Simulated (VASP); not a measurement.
A run of VASP 6.6.1 is set up as follows.

Contents of INCAR:

```
SYSTEM = Al2OsN3
  ALGO = Normal
  EDIFF = 1E-7
  EDIFFG = -0.04
  ENCUT = 600
  GGA = PE
  IBRION = 2
  ISIF = 3
  ISMEAR = 0
  ISPIN = 2
  LASPH = .True.
  LCHARG = .False.
  LMAXMIX = 4
  LORBIT = 11
  LREAL = .False.
  LWAVE = .False.
  MAGMOM = 0 0 1 0 0 0
  NELM = 150
  NSW = 90
  PREC = Accurate
  SIGMA = 0.1
```

Contents of KPOINTS:

```
k-points
0
Gamma
  6 6 6
  0 0 0
```

POSCAR

```
Al2OsN3
1.0
    2.2202187000      1.2818438600      3.9442876400
   -2.2202187000      1.2818438600      3.9442876400
    0.0000000000     -2.5636877300      3.9442876400
Al Os N
2 1 3
Direct
    0.8785759800      0.8785759800      0.8785759800
    0.1214240200      0.1214240200      0.1214240200
    0.5000000000      0.5000000000      0.5000000000
    0.5000000000      0.0000000000      0.5000000000
    0.5000000000      0.5000000000      0.0000000000
    0.0000000000      0.5000000000      0.5000000000
```

Potentials or basis: VASP PAW PBE potentials, release 64 (Al, Os, N).

Command:

```console
$ cat potpaw_PBE.64/Al/POTCAR potpaw_PBE.64/Os/POTCAR potpaw_PBE.64/N/POTCAR > POTCAR
$ mpirun -np 1 vasp_std > vasp.out
```

Q: Estimate the relaxed cell.

A: a = 4.083 Å, b = 4.083 Å, c = 4.083 Å, α = 85.48°, β = 85.48°, γ = 85.48°.

Q: What does it give for the net moment?

A: 0.00 μB per cell.

Q: Predict the relaxed volume.

A: 11.25 Å³/atom.

Q: What does it give for the space group after relaxing (to 0.1 Å)?

A: R-3m (No. 166).

Stress tensor (GPa, compression positive):
```
0.53 0.00 0.00
0.00 0.53 0.00
0.00 0.00 0.14
```
